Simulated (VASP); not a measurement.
# ZnS: single point with revPBE+D3(BJ)

ZnS:

```
CELL_PARAMETERS angstrom
3.89767 0.00000 0.00000
-1.94884 3.37548 0.00000
0.00000 0.00000 12.76555
ATOMIC_POSITIONS crystal
Zn 0.66667 0.33333 0.75000
Zn 0.33333 0.66667 0.25000
Zn 0.00000 0.00000 0.50000
Zn 0.00000 0.00000 0.00000
S 0.66667 0.33333 0.93750
S 0.33333 0.66667 0.43750
S 0.00000 0.00000 0.68750
S 0.00000 0.00000 0.18750
```

| Item | Value |
| --- | --- |
| Program | VASP 6.6.1 |
| Task | single point |
| Functional | revPBE |
| Dispersion | D3(BJ) |
| Potentials or basis | VASP PAW PBE potentials, release 64 (Zn, S) |
| Cutoff | 520 eV |
| k mesh | 8 × 8 × 3 |
| Occupations | fermi-dirac, width 0.05 eV |
| Spin | no spin polarisation |

```
Pressure                   : -5.7 GPa
Largest force              : 0.037 eV/Å
Band gap on the k mesh     : 2.00 eV
Dispersion energy per atom : -0.561 eV
```

Forces in eV/Å, atoms in the order of the input:
```
Zn   0.000  0.000  0.005
Zn   0.000  0.000  0.005
Zn   0.000  0.000  0.016
Zn   0.000  0.000  0.016
S    0.000  0.000  0.016
S    0.000  0.000  0.016
S    0.000  0.000 -0.037
S    0.000  0.000 -0.037
```

Stress tensor (GPa, compression positive):
```
-5.63  0.00  0.00
 0.00 -5.63  0.00
 0.00  0.00 -5.74
```

Levels at points of the mesh, in eV from the valence-band top:
```
           k point  band 33  band 34  band 35  band 36  band 37  band 38  band 39  band 40
(0.00, 0.00, 0.00)    -0.41    -0.03     0.00     0.00     2.00     3.17     3.31     3.53
(0.50, 0.00, 0.00)    -1.43    -1.42    -0.99    -0.79     3.35     3.49     3.87     4.42
```

Wall time 3.6 min on 1 thread of Intel(R) Xeon(R) Platinum 8259CL CPU @ 2.50GHz (Skylake/Cascade Lake) (shared host), peak memory 0.34 GiB.

Caveat: the cell stands under tension; the PAW data sets were made with another functional, which shifts forces and pressure a little. As with any semilocal functional, this revPBE gap is likely too small.
